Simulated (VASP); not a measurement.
Input of a VASP 6.6.1 run:

Contents of INCAR:

```
  ALGO = Normal
  EDIFF = 1E-6
  ENCUT = 520
  GGA = PE
  ISIF = 2
  ISMEAR = -1
  LASPH = True
  LCHARG = False
  LREAL = False
  LWAVE = False
  NBANDS = 12
  NELM = 100
  PREC = Accurate
  SIGMA = 0.08
```

File KPOINTS:

```
k-points
0
Gamma
  12 12 12
```

The input POSCAR:

```
Hg
1.0
    2.7265712181      0.0000000000      0.0000000000
    0.0000000000      2.7265712181      0.0000000000
    0.0000000000      0.0000000000      2.7265712181
Hg
1
Direct
    0.0000000000      0.0000000000      0.0000000000
```

Potentials or basis: VASP PAW PBE potentials, release 64 (Hg).

Command:

```sh
$ cat potpaw_PBE.64/Hg/POTCAR > POTCAR
$ mpirun -np 1 vasp_std > vasp.out
```

Question: What does it give for the band gap on the k mesh?

Answer: Zero (bands 6 and 7 overlap by 7.74 eV).

Question: Predict the pressure.

Answer: 29.0 GPa.

Caveat: the cell stands under pressure; spin-orbit coupling is left out, which moves the levels of the heavy elements.
